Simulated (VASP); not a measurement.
# Ru (Fm-3m) in VASP: single point with PBE

Aim: the single point of Ru with PBE.

All numbers are computed with VASP 6.6.1; they aren't measurements. Logs are shortened: lines on timing, memory, paths and dates and some standing lists are left out, and cuts for length are marked.

### Step 1. The cell of the first run

The structure is cubic, space group Fm-3m (No. 225). The conventional cell has a = 3.841 Å, b = 3.841 Å, c = 3.841 Å, α = 90.00°, β = 90.00°, γ = 90.00°. Ru (site symmetry m-3m) has 12 Ru at 2.72 Å within 3.6 Å.

### Step 2. Single point, PBE

INCAR

```
PREC = Accurate ; ENCUT = 500
EDIFF = 1E-6 ; ISMEAR = -1
SIGMA = 0.0235 ; LREAL = F
LASPH = T ; NELM = 120
ALGO = Normal ; ISIF = 2
LWAVE = F ; LCHARG = F
GGA = PE ; NBANDS = 13
GGA_COMPAT = F
```

KPOINTS

```
Automatic mesh
0
Gamma
  15 15 15
```

POSCAR

```
Ru
1.0
    0.0000000000      1.9206790000      1.9206790000
    1.9206790000      0.0000000000      1.9206790000
    1.9206790000      1.9206790000      0.0000000000
Ru
1
Direct
    0.0000000000      0.0000000000      0.0000000000
```

Potentials or basis: VASP PAW PBE potentials, release 64 (Ru_pv).

Launch:

```bash
cat potpaw_PBE.64/Ru_pv/POTCAR > POTCAR
mpirun -np 1 vasp_std > vasp.out
```

OUTCAR:

```text
PREC = Accurate
   ENCUT = 500
   EDIFF = 1E-6
   ISMEAR = -1
   LREAL = F
   LASPH = T
   NELM = 120
   ISIF = 2
   GGA = PE

 ion  position               nearest neighbor table
   1  0.000  0.000  0.000-

  LATTYP: Found a face centered cubic cell.
 ALAT       =     3.8413580000

  Lattice vectors:

 A1 = (   0.0000000000,   1.9206790000,   1.9206790000)
 A2 = (   1.9206790000,   0.0000000000,   1.9206790000)
 A3 = (   1.9206790000,   1.9206790000,   0.0000000000)

Analysis of symmetry for initial positions (statically):
=====================================================================
 Subroutine PRICEL returns:
 Original cell was already a primitive cell.

 Routine SETGRP: Setting up the symmetry group for a
 face centered cubic supercell.

 Subroutine GETGRP returns: Found 48 space group operations
 (whereof 48 operations were pure point group operations)
 out of a pool of 48 trial point group operations.

The static configuration has the point symmetry O_h .

Analysis of symmetry for dynamics (positions and initial velocities):
=====================================================================
 Subroutine PRICEL returns:
 Original cell was already a primitive cell.

 Routine SETGRP: Setting up the symmetry group for a
 face centered cubic supercell.

 Subroutine GETGRP returns: Found 48 space group operations
 (whereof 48 operations were pure point group operations)
 out of a pool of 48 trial point group operations.

The dynamic configuration has the point symmetry O_h .

 Subroutine INISYM returns: Found 48 space group operations
 (whereof 48 operations are pure point group operations),
 and found     1 'primitive' translations

----------------------------------------------------------------------------------------

                                     Primitive cell

  volume of cell :      14.1708

  direct lattice vectors                    reciprocal lattice vectors
     0.000000000  1.920679000  1.920679000    -0.260324604  0.260324604  0.260324604
     1.920679000  0.000000000  1.920679000     0.260324604 -0.260324604  0.260324604
     1.920679000  1.920679000  0.000000000     0.260324604  0.260324604 -0.260324604

  length of vectors
     2.716250291  2.716250291  2.716250291     0.450895441  0.450895441  0.450895441

  position of ions in fractional coordinates (direct lattice)
     0.000000000  0.000000000  0.000000000

  ion indices of the primitive-cell ions
   primitive index   ion index
                 1           1

----------------------------------------------------------------------------------------

 KPOINTS: Automatic mesh

Automatic generation of k-mesh.
 Grid dimensions read from file:
 generate k-points for:   15   15   15

 Generating k-lattice:

  Cartesian coordinates                     Fractional coordinates (reciprocal lattice)
    -0.017354974  0.017354974  0.017354974     0.066666667  0.000000000  0.000000000
     0.017354974 -0.017354974  0.017354974     0.000000000  0.066666667  0.000000000
     0.017354974  0.017354974 -0.017354974     0.000000000  0.000000000  0.066666667

  Length of vectors
     0.030059696  0.030059696  0.030059696

  Shift w.r.t. Gamma in fractional coordinates (k-lattice)
     0.000000000  0.000000000  0.000000000

 Subroutine IBZKPT returns following result:
 ===========================================

 Found    120 irreducible k-points:

 Following reciprocal coordinates:
            Coordinates               Weight
  0.000000  0.000000  0.000000      1.000000
  0.066667  0.000000  0.000000      8.000000
  0.133333  0.000000  0.000000      8.000000
  0.200000  0.000000  0.000000      8.000000
  0.266667  0.000000  0.000000      8.000000
  0.333333  0.000000  0.000000      8.000000
[... 16 lines left out ...]
  0.133333  0.133333  0.000000      6.000000
  0.200000  0.133333  0.000000     24.000000
 [... further k-points ...]
   k-points           NKPTS =    120   k-points in BZ     NKDIM =    120   number of bands    NBANDS=     13
   number of dos      NEDOS =    301   number of ions     NIONS =      1
   total plane-waves  NPLWV =   8000
   dimension x,y,z NGX =    20 NGY =   20 NGZ =   20
   dimension x,y,z NGXF=    40 NGYF=   40 NGZF=   40
   ions per type =               1
   NGX,Y,Z   is equivalent  to a cutoff of  12.24, 12.24, 12.24 a.u.
   NGXF,Y,Z  is equivalent  to a cutoff of  24.48, 24.48, 24.48 a.u.
 SYSTEM =  unknown system
   PREC   = accura    normal or accurate (medium, high low for compatibility)
   ISTART =      0    job   : 0-new  1-cont  2-samecut
   ICHARG =      2    charge: 1-file 2-atom 10-const
   ISPIN  =      1    spin polarized calculation?
   LNONCOLLINEAR =      F non collinear calculations
   LSORBIT =      F    spin-orbit coupling
   LASPH  =      T    aspherical Exc in radial PAW
   ENCUT  =  500.0 eV  36.75 Ry    6.06 a.u.   4.95  4.95  4.95*2*pi/ulx,y,z
   NELM   =    120;   NELMIN=  2; NELMDL= -5     # of ELM steps
   EDIFF  = 0.1E-05   stopping-criterion for ELM
   LREAL  =      F    real-space projection
[... 7 lines left out ...]
   TEBEG  =    0.0;   TEEND  =   0.0 temperature during run
   PSTRESS=    0.0 pullay stress
   NELECT =      14.0000    total number of electrons
   NUPDOWN=      -1.0000    fix difference up-down
   EMIN   =  10.00;   EMAX   =-10.00  energy-range for DOS
   EFERMI =   0.00;   METHOD = LEGACY
   ISMEAR =    -1;   SIGMA  =   0.02  broadening in eV -4-tet -1-fermi 0-gaus
   EFERMI_NEDOS =   21; number of points for ismear=-14 and -15
   IALGO  =     38    algorithm
   IMIX   =      4    mixing-type and parameters
     AMIX     =   0.40;   BMIX     =  1.00
     AMIX_MAG =   1.60;   BMIX_MAG =  1.00
  volume/ion in A,a.u.               =      14.17        95.63
  Fermi-wavevector in a.u.,A,eV,Ry     =   1.630495  3.081188 36.171265  2.658513
  Thomas-Fermi vector in A             =   2.722787
   LORBIT       =      0    0 simple, 1 ext, 2 COOP (PROOUT), +10 PAW based schemes
   GGA     = PE    functional components
   LHFCALC =     F    Hartree Fock is set to
   AEXX    =    0.0000 exact exchange contribution
   IVDW    =     0    specifies the selected vdW correction
   LEPSILON=     F    determine dielectric tensor
   LRPA    =     F    only Hartree local field effects (RPA)
 non-spin polarized calculation
  energy-cutoff  :      500.00
  volume of cell :       14.17
 maximum number of plane-waves:       370
   NGX =  9   NGY =  9   NGZ =  9

 number of electron      13.9999995 magnetization

 Free energy of the ion-electron system (eV)
  ---------------------------------------------------
  ext. energy  EPLUGINS =         0.00000000
  ---------------------------------------------------
  free energy    TOTEN  =        -9.11833486 eV

  energy without entropy =       -9.11621934  energy(sigma->0) =       -9.11727710

 E-fermi :  11.9536     XC(G=0): -13.8546

 val. band max:       11.9370703680   @ k =   0.4000   0.3333   0.0000
 cond. band min:      11.9680702631   @ k =   0.1333   0.0667   0.0000
 fundamental gap:      0.0309998951
 Fermi energy:        11.9536381035

 k-point     1 :       0.0000    0.0000    0.0000
  band No.  band energies     occupation
      1     -30.4331      2.00000
      2     -30.4331      2.00000
      3     -30.4331      2.00000
      4       4.3387      2.00000
      5       9.5716      2.00000
      6       9.5716      2.00000
      7       9.5716      2.00000
      8      11.8622      1.95998
      9      11.8622      1.95998
     10      22.5742      0.00000
     11      27.0757      0.00000
     12      32.5801      0.00000
     13      32.5801      0.00000

 k-point     2 :       0.0667    0.0000    0.0000
  band No.  band energies     occupation
      1     -30.4749      2.00000
      2     -30.4386      2.00000
      3     -30.4386      2.00000
      4       4.5203      2.00000
      5       9.4798      2.00000
      6       9.6465      2.00000
      7       9.6465      2.00000
      8      11.8159      1.99432
      9      11.8159      1.99432
     10      22.5742      0.00000
     11      27.3713      0.00000
     12      31.6880      0.00000
     13      32.8698      0.00000

 k-point     3 :       0.1333    0.0000    0.0000
  band No.  band energies     occupation
      1     -30.5921      2.00000
      2     -30.4541      2.00000
      3     -30.4541      2.00000
      4       5.0281      2.00000
      5       9.2693      2.00000
      6       9.8271      2.00000
      7       9.8271      2.00000
      8      11.7341      1.99982
      9      11.7341      1.99982
     10      22.5741      0.00000
     11      28.1379      0.00000
     12      29.9973      0.00000
     13      33.7030      0.00000
[... 305 lines left out ...]
 k-point    23 :       0.1333    0.1333    0.0000
  band No.  band energies     occupation
      1     -30.5872      2.00000
      2     -30.4895      2.00000
      3     -30.4895      2.00000
      4       5.2598      2.00000
      5       8.9154      2.00000
      6      10.0934      2.00000
      7      10.0934      2.00000
      8      11.1684      2.00000
      9      12.1156      0.00203
     10      22.5741      0.00000
     11      28.5859      0.00000
     12      30.9441      0.00000
     13      32.7564      0.00000

 k-point    24 :       0.2000    0.1333    0.0000
  band No.  band energies     occupation
      1     -30.6980      2.00000
      2     -30.5182      2.00000
      3     -30.5105      2.00000
      4       5.8016      2.00000
      5       8.6323      2.00000
      6      10.2543      2.00000
      7      10.3469      2.00000
      8      11.0611      2.00000
      9      12.2537      0.00001
     10      22.5740      0.00000
     11      29.4013      0.00000
     12      29.8578      0.00000
     13      32.8121      0.00000

 [... further k-points ...]

------------------------ aborting loop because EDIFF is reached ----------------------------------------

  FORCE on cell =-STRESS in cart. coord.  units (eV):
  Direction    XX          YY          ZZ          XY          YZ          ZX
  --------------------------------------------------------------------------------------
  -------------------------------------------------------------------------------------
  Total       -0.6345738     -0.6345738     -0.6345738      0.0000000      0.0000000     -0.0000000
  in kB      -71.7461102    -71.7461102    -71.7461102      0.0000000      0.0000000     -0.0000000
  external PRESSURE =     -71.7461102 kB  Pullay stress =       0.0000000 kB

 VOLUME and BASIS-vectors are now :
 -----------------------------------------------------------------------------
  energy-cutoff  :      500.00
  volume of cell :       14.17
      direct lattice vectors                 reciprocal lattice vectors
     0.000000000  1.920679000  1.920679000    -0.260324604  0.260324604  0.260324604
     1.920679000  0.000000000  1.920679000     0.260324604 -0.260324604  0.260324604
     1.920679000  1.920679000  0.000000000     0.260324604  0.260324604 -0.260324604

 POSITION                                       TOTAL-FORCE (eV/Angst)
 -----------------------------------------------------------------------------------
      0.00000      0.00000      0.00000         0.000000     -0.000000      0.000000
 -----------------------------------------------------------------------------------
    total drift:                                0.000000      0.000000      0.000000

  FREE ENERGIE OF THE ION-ELECTRON SYSTEM (eV)
  ---------------------------------------------------
  free  energy   TOTEN  =        -9.1183348588 eV

  energy  without entropy=       -9.1162193357  energy(sigma->0) =       -9.11727710
```

Wall time 11 s (1 thread of Intel Xeon Platinum 8375C at 2.90GHz (Ice Lake), shared host); peak memory 0.14 GiB.

Results:

```yaml
Free_energy: -9.1183 eV
Pressure: -7.2 GPa
Band_gap_on_the_k_mesh: zero (band 7 reaches 14.01 eV, above the bottom of band 8 at 10.72 eV)
```
